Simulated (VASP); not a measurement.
A run of VASP 6.6.1 is set up as follows.

The input INCAR:

```
SYSTEM = TiTe2
  PREC = Accurate
  ENCUT = 520
  EDIFF = 1E-6
  ISMEAR = 0
  SIGMA = 0.1
  LREAL = .False.
  LASPH = .True.
  NELM = 100
  ALGO = Normal
  ISIF = 2
  LWAVE = .False.
  LCHARG = .False.
  GGA = PE
  IVDW = 12
  NBANDS = 19
```

KPOINTS

```
Automatic mesh
0
Gamma
  15 15 8
  0 0 0
```

Contents of POSCAR:

```
TiTe2
1.0
    3.7770000000      0.0000000000      0.0000000000
   -1.8885000000      3.2709779501      0.0000000000
    0.0000000000      0.0000000000      6.4980000000
Ti Te
1 2
Direct
    0.0000000000      0.0000000000      0.0000000000
    0.6666666667      0.3333333333      0.2633478866
    0.3333333333      0.6666666667      0.7366521134
```

Potentials or basis: VASP PAW PBE potentials, release 64 (Ti_sv, Te).

The run is started by

```console
$ cat potpaw_PBE.64/Ti_sv/POTCAR potpaw_PBE.64/Te/POTCAR > POTCAR
$ mpirun -np 1 vasp_std > vasp.out
```

Q: What does it give for the pressure?

A: -2.2 GPa.

Q: Estimate the dispersion energy per atom.

A: -0.492 eV.

Stress tensor (GPa, compression positive):
```
-2.46  0.00  0.00
 0.00 -2.46  0.00
 0.00  0.00 -1.58
```
